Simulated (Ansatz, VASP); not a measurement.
**Ti3Al in VASP and in Ansatz**

```
CELL_PARAMETERS angstrom
2.84576 0.00000 0.00000
-1.42288 2.46450 0.00000
0.00000 0.00000 9.46044
ATOMIC_POSITIONS crystal
Ti 0.66667 0.33333 0.00000
Ti 0.33333 0.66667 0.74570
Ti 0.33333 0.66667 0.25430
Al 0.66667 0.33333 0.50000
```

Alike in both runs: task single point; functional PBEsol; k mesh 15 × 15 × 6; occupations gaussian, width 0.15 eV; no spin polarisation.

|  | VASP | Ansatz |
| --- | --- | --- |
| version | VASP 6.6.1 | Ansatz 0.2.0 |
| potentials or method | VASP PAW PBE potentials, release 64 (Ti_sv, Al), cutoff 520 eV | scalar-relativistic, plane waves, PAW |
| valence electrons in the cell | 39 | 39 |

```tsv
	VASP	Ansatz	Ansatz less VASP
gap on the k mesh at the Fermi level (eV)	none	none	-
pressure (GPa)	-0.5	-0.4	+0.12
traceless stress, the component that is largest in VASP (GPa)	-4.11	-4.18	-0.065
rms of the force components (eV/Å)	0.087	0.083	-0.0042
```

VASP's potentials were made for PBE, not for PBEsol, and Ansatz warns of the same on its side. Atom by atom the forces differ by 0.004 eV/Å (rms over components). A gap of «none» marks a metal or a gap that the smearing closes. With one functional, cell and mesh, what is left measures potentials, basis and numerics.
